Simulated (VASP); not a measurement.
# Ta (Im-3m) in VASP: single point with PBEsol

Aim: the single point of Ta with PBEsol.

Program: VASP 6.6.1. These are calculated values, not measurements. Logs are shortened: lines on timing, memory, paths and dates and some standing lists are left out, and cuts for length are marked.

## (1) The cell of the first run

The structure is cubic, space group Im-3m (No. 229). Conventional cell: a = 3.274 Å, b = 3.274 Å, c = 3.274 Å, α = 90.00°, β = 90.00°, γ = 90.00°. Within 3.7 Å of Ta (site symmetry m-3m) lie 14 Ta at 2.84 to 3.27 Å.

## (2) Single point, PBEsol

Contents of INCAR:

```
ALGO = Normal
EDIFF = 1E-7
ENCUT = 520
GGA = PS
ISIF = 2
ISMEAR = -1
LASPH = True
LCHARG = True
LELF = True
LREAL = False
LVHAR = True
LWAVE = False
NBANDS = 12
NELM = 60
PREC = Accurate
SIGMA = 0.13605693000000002
```

Contents of KPOINTS:

```
k-points
0
Gamma
  14 14 14
```

Contents of POSCAR:

```
Ta
1.0
   -1.6371204178      1.6371204178      1.6371204178
    1.6371204178     -1.6371204178      1.6371204178
    1.6371204178      1.6371204178     -1.6371204178
Ta
1
Direct
    0.0000000000      0.0000000000      0.0000000000
```

Potentials or basis: VASP PAW PBE potentials, release 64 (Ta_pv).

The run is started by

```
$ cat potpaw_PBE.64/Ta_pv/POTCAR > POTCAR
$ mpirun -np 1 vasp_std > vasp.out
```

OUTCAR:

```text
EDIFF = 1E-7
   ENCUT = 520
   GGA = PS
   ISIF = 2
   ISMEAR = -1
   LASPH = True
   LREAL = False
   NELM = 60
   PREC = Accurate

 ion  position               nearest neighbor table
   1  0.000  0.000  0.000-

  LATTYP: Found a body centered cubic cell.
 ALAT       =     3.2742408356

  Lattice vectors:

 A1 = (  -1.6371204178,   1.6371204178,   1.6371204178)
 A2 = (   1.6371204178,  -1.6371204178,   1.6371204178)
 A3 = (   1.6371204178,   1.6371204178,  -1.6371204178)

Analysis of symmetry for initial positions (statically):
=====================================================================
 Subroutine PRICEL returns:
 Original cell was already a primitive cell.

 Routine SETGRP: Setting up the symmetry group for a
 body centered cubic supercell.

 Subroutine GETGRP returns: Found 48 space group operations
 (whereof 48 operations were pure point group operations)
 out of a pool of 48 trial point group operations.

The static configuration has the point symmetry O_h .

Analysis of symmetry for dynamics (positions and initial velocities):
=====================================================================
 Subroutine PRICEL returns:
 Original cell was already a primitive cell.

 Routine SETGRP: Setting up the symmetry group for a
 body centered cubic supercell.

 Subroutine GETGRP returns: Found 48 space group operations
 (whereof 48 operations were pure point group operations)
 out of a pool of 48 trial point group operations.

The dynamic configuration has the point symmetry O_h .

 Subroutine INISYM returns: Found 48 space group operations
 (whereof 48 operations are pure point group operations),
 and found     1 'primitive' translations

----------------------------------------------------------------------------------------

                                     Primitive cell

  volume of cell :      17.5510

  direct lattice vectors                    reciprocal lattice vectors
    -1.637120418  1.637120418  1.637120418     0.000000000  0.305414308  0.305414308
     1.637120418 -1.637120418  1.637120418     0.305414308  0.000000000  0.305414308
     1.637120418  1.637120418 -1.637120418     0.305414308  0.305414308  0.000000000

  length of vectors
     2.835575742  2.835575742  2.835575742     0.431921057  0.431921057  0.431921057

  position of ions in fractional coordinates (direct lattice)
     0.000000000  0.000000000  0.000000000

  ion indices of the primitive-cell ions
   primitive index   ion index
                 1           1

----------------------------------------------------------------------------------------

 KPOINTS: k-points

Automatic generation of k-mesh.
 Grid dimensions read from file:
 generate k-points for:   14   14   14

 Generating k-lattice:

  Cartesian coordinates                     Fractional coordinates (reciprocal lattice)
     0.000000000  0.021815308  0.021815308     0.071428571  0.000000000  0.000000000
     0.021815308  0.000000000  0.021815308     0.000000000  0.071428571  0.000000000
     0.021815308  0.021815308  0.000000000     0.000000000  0.000000000  0.071428571

  Length of vectors
     0.030851504  0.030851504  0.030851504

  Shift w.r.t. Gamma in fractional coordinates (k-lattice)
     0.000000000  0.000000000  0.000000000

 Subroutine IBZKPT returns following result:
 ===========================================

 Found    104 irreducible k-points:

 Following reciprocal coordinates:
            Coordinates               Weight
  0.000000  0.000000  0.000000      1.000000
  0.071429  0.000000  0.000000     12.000000
  0.142857  0.000000  0.000000     12.000000
  0.214286  0.000000  0.000000     12.000000
  0.285714  0.000000  0.000000     12.000000
  0.357143  0.000000  0.000000     12.000000
[... 16 lines left out ...]
  0.285714  0.285714  0.000000     24.000000
  0.357143  0.285714  0.000000     24.000000
 [... further k-points ...]
   k-points           NKPTS =    104   k-points in BZ     NKDIM =    104   number of bands    NBANDS=     12
   number of dos      NEDOS =    301   number of ions     NIONS =      1
   total plane-waves  NPLWV =  13824
   dimension x,y,z NGX =    24 NGY =   24 NGZ =   24
   dimension x,y,z NGXF=    48 NGYF=   48 NGZF=   48
   ions per type =               1
   NGX,Y,Z   is equivalent  to a cutoff of  14.07, 14.07, 14.07 a.u.
   NGXF,Y,Z  is equivalent  to a cutoff of  28.14, 28.14, 28.14 a.u.
 SYSTEM =  unknown system
   PREC   = accura    normal or accurate (medium, high low for compatibility)
   ISTART =      0    job   : 0-new  1-cont  2-samecut
   ICHARG =      2    charge: 1-file 2-atom 10-const
   ISPIN  =      1    spin polarized calculation?
   LNONCOLLINEAR =      F non collinear calculations
   LSORBIT =      F    spin-orbit coupling
   LASPH  =      T    aspherical Exc in radial PAW
   ENCUT  =  520.0 eV  38.22 Ry    6.18 a.u.   5.27  5.27  5.27*2*pi/ulx,y,z
   NELM   =     60;   NELMIN=  2; NELMDL= -5     # of ELM steps
   EDIFF  = 0.1E-06   stopping-criterion for ELM
   LREAL  =      F    real-space projection
   EDIFFG = 0.1E-05   stopping-criterion for IOM
   NSW    =      0    number of steps for IOM
   IBRION =     -1    ionic relax: 0-MD 1-quasi-New 2-CG
   NFREE  =      0    steps in history (QN), initial steepest desc. (CG)
   ISIF   =      2    stress and relaxation
   ISYM   =      2    0-nonsym 1-usesym 2-fastsym
   POTIM  = 0.5000    time-step for ionic-motion
   TEBEG  =    0.0;   TEEND  =   0.0 temperature during run
   PSTRESS=    0.0 pullay stress
   NELECT =      11.0000    total number of electrons
   NUPDOWN=      -1.0000    fix difference up-down
   EMIN   =  10.00;   EMAX   =-10.00  energy-range for DOS
   EFERMI =   0.00;   METHOD = LEGACY
   ISMEAR =    -1;   SIGMA  =   0.14  broadening in eV -4-tet -1-fermi 0-gaus
   EFERMI_NEDOS =   21; number of points for ismear=-14 and -15
   IALGO  =     38    algorithm
   IMIX   =      4    mixing-type and parameters
     AMIX     =   0.40;   BMIX     =  1.00
     AMIX_MAG =   1.60;   BMIX_MAG =  1.00
  volume/ion in A,a.u.               =      17.55       118.44
  Fermi-wavevector in a.u.,A,eV,Ry     =   1.401001  2.647508 26.705566  1.962804
  Thomas-Fermi vector in A             =   2.523906
   LORBIT       =      0    0 simple, 1 ext, 2 COOP (PROOUT), +10 PAW based schemes
   GGA     = PS    functional components
   LHFCALC =     F    Hartree Fock is set to
   AEXX    =    0.0000 exact exchange contribution
   IVDW    =     0    specifies the selected vdW correction
   LEPSILON=     F    determine dielectric tensor
   LRPA    =     F    only Hartree local field effects (RPA)
 non-spin polarized calculation
  energy-cutoff  :      520.00
  volume of cell :       17.55
 maximum number of plane-waves:       490
 NGX is ok and might be reduce to    24
   NGX = 11   NGY = 11   NGZ = 11

 number of electron      11.0000002 magnetization

 Free energy of the ion-electron system (eV)
  ---------------------------------------------------
  ext. energy  EPLUGINS =         0.00000000
  ---------------------------------------------------
  free energy    TOTEN  =       -12.59096290 eV

  energy without entropy =      -12.51820247  energy(sigma->0) =      -12.55458269

 E-fermi :   5.5538     XC(G=0): -12.8613

 val. band max:        5.5221158789   @ k =  -0.2857   0.2857   0.1429
 cond. band min:       5.5898297067   @ k =   0.2143   0.0000   0.0000
 fundamental gap:      0.0677138278
 Fermi energy:         5.5537740696

 k-point     1 :       0.0000    0.0000    0.0000
  band No.  band energies     occupation
      1     -27.3869      2.00000
      2     -27.3869      2.00000
      3     -27.3869      2.00000
      4      -2.4972      2.00000
      5       6.2521      0.01173
      6       6.2521      0.01173
      7       6.2521      0.01173
      8       9.6151      0.00000
      9       9.6151      0.00000
     10      20.2879      0.00000
     11      20.6942      0.00000
     12      20.6942      0.00000

 k-point     2 :       0.0714    0.0000    0.0000
  band No.  band energies     occupation
      1     -27.4566      2.00000
      2     -27.4081      2.00000
      3     -27.3873      2.00000
      4      -2.2615      2.00000
      5       6.0989      0.03575
      6       6.2059      0.01644
      7       6.4838      0.00215
      8       9.3709      0.00000
      9       9.6155      0.00000
     10      20.2877      0.00000
     11      20.9066      0.00000
     12      21.1053      0.00000

 k-point     3 :       0.1429    0.0000    0.0000
  band No.  band energies     occupation
      1     -27.6480      2.00000
      2     -27.4672      2.00000
      3     -27.3885      2.00000
      4      -1.5975      2.00000
      5       5.6988      0.51230
      6       5.9911      0.07724
      7       7.1671      0.00001
      8       8.9803      0.00000
      9       9.6379      0.00000
     10      20.2867      0.00000
     11      21.3617      0.00000
     12      22.2739      0.00000
[... 286 lines left out ...]
 k-point    23 :       0.2857    0.2857    0.0000
  band No.  band energies     occupation
      1     -28.4232      2.00000
      2     -28.0822      2.00000
      3     -27.5414      2.00000
      4       2.7521      2.00000
      5       4.0923      1.99996
      6       4.9734      1.97230
      7       9.6196      0.00000
      8      10.4359      0.00000
      9      15.5511      0.00000
     10      15.8244      0.00000
     11      19.7834      0.00000
     12      20.2991      0.00000

 k-point    24 :       0.3571    0.2857    0.0000
  band No.  band energies     occupation
      1     -28.3742      2.00000
      2     -28.1779      2.00000
      3     -27.5482      2.00000
      4       2.8861      2.00000
      5       4.2457      1.99987
      6       4.8385      1.98963
      7       9.8617      0.00000
      8      10.4623      0.00000
      9      14.7501      0.00000
     10      16.9829      0.00000
     11      18.8013      0.00000
     12      20.2983      0.00000

 [... further k-points ...]

------------------------ aborting loop because EDIFF is reached ----------------------------------------

  FORCE on cell =-STRESS in cart. coord.  units (eV):
  Direction    XX          YY          ZZ          XY          YZ          ZX
  --------------------------------------------------------------------------------------
  -------------------------------------------------------------------------------------
  Total        0.2098786      0.2098786      0.2098786      0.0000000     -0.0000000      0.0000000
  in kB       19.1591795     19.1591795     19.1591795      0.0000000     -0.0000000      0.0000000
  external PRESSURE =      19.1591795 kB  Pullay stress =       0.0000000 kB

 VOLUME and BASIS-vectors are now :
 -----------------------------------------------------------------------------
  energy-cutoff  :      520.00
  volume of cell :       17.55
      direct lattice vectors                 reciprocal lattice vectors
    -1.637120418  1.637120418  1.637120418     0.000000000  0.305414308  0.305414308
     1.637120418 -1.637120418  1.637120418     0.305414308  0.000000000  0.305414308
     1.637120418  1.637120418 -1.637120418     0.305414308  0.305414308  0.000000000

 POSITION                                       TOTAL-FORCE (eV/Angst)
 -----------------------------------------------------------------------------------
      0.00000      0.00000      0.00000         0.000000      0.000000      0.000000
 -----------------------------------------------------------------------------------
    total drift:                               -0.000000      0.000000      0.000000

  FREE ENERGIE OF THE ION-ELECTRON SYSTEM (eV)
  ---------------------------------------------------
  free  energy   TOTEN  =       -12.5909629033 eV

  energy  without entropy=      -12.5182024694  energy(sigma->0) =      -12.55458269
```

It took 12 s on 1 thread of AMD EPYC 9R45 (Zen 5), shared host; peak memory 0.12 GiB.

Results:

```yaml
Free_energy: -12.5910 eV
Pressure: 1.9 GPa
```

Caveat: the PAW data sets were made with another functional, which shifts forces and pressure a little; spin-orbit coupling is left out, which moves the levels of the heavy elements.
